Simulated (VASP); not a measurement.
**BeTe: single point with PBE**

BeTe:

```xyz
2
Lattice="3.0738 0.0000 0.0000 -1.5369 2.6620 0.0000 0.0000 0.0000 5.1585" Properties=species:S:1:pos:R:3 pbc="T T T"
Be    0.0000    0.0000    0.0000
Te    0.0000    0.0000    2.5793
```

```yaml
Program: VASP 6.6.1
Task: single point
Functional: PBE
Potentials_or_basis: VASP PAW PBE potentials, release 64 (Be, Te)
Cutoff: 600 eV
k_mesh: 6 × 6 × 4
Occupations: gaussian, width 0.2 eV
Spin: no spin polarisation
```

| Property | Result |
| --- | --- |
| Pressure | 0.1 GPa |
| Band gap on the k mesh | zero (band 4 reaches 10.77 eV, above the bottom of band 5 at 6.14 eV) |

Stress tensor (GPa, compression positive):
```
 0.14  0.00  0.00
 0.00  0.14  0.00
 0.00  0.00 -0.05
```

Levels at points of the mesh, in eV from the Fermi level:
```tsv
k point	band 1	band 2	band 3	band 4	band 5	band 6	band 7	band 8	band 9
(0.00, 0.00, 0.00)	-14.75	-5.92	-3.74	4.11	4.11	7.99	9.12	9.12	9.59
(0.50, 0.00, 0.00)	-10.93	-7.04	-3.04	0.18	0.75	1.02	3.38	5.73	6.85
(0.00, 0.00, 0.50)	-14.69	-7.34	1.09	1.55	4.37	4.37	8.19	8.19	10.78
(0.50, 0.00, 0.50)	-10.90	-6.88	-3.72	-1.27	0.94	4.27	5.20	5.83	6.43
```

Wall time 7.5 s on 1 thread of Intel(R) Xeon(R) Platinum 8488C (Sapphire Rapids) (shared host), peak memory 0.17 GiB.

Caveat: the k points lie up to 0.39 Å⁻¹ apart; spin-orbit coupling is left out, which moves the levels of the heavy elements.
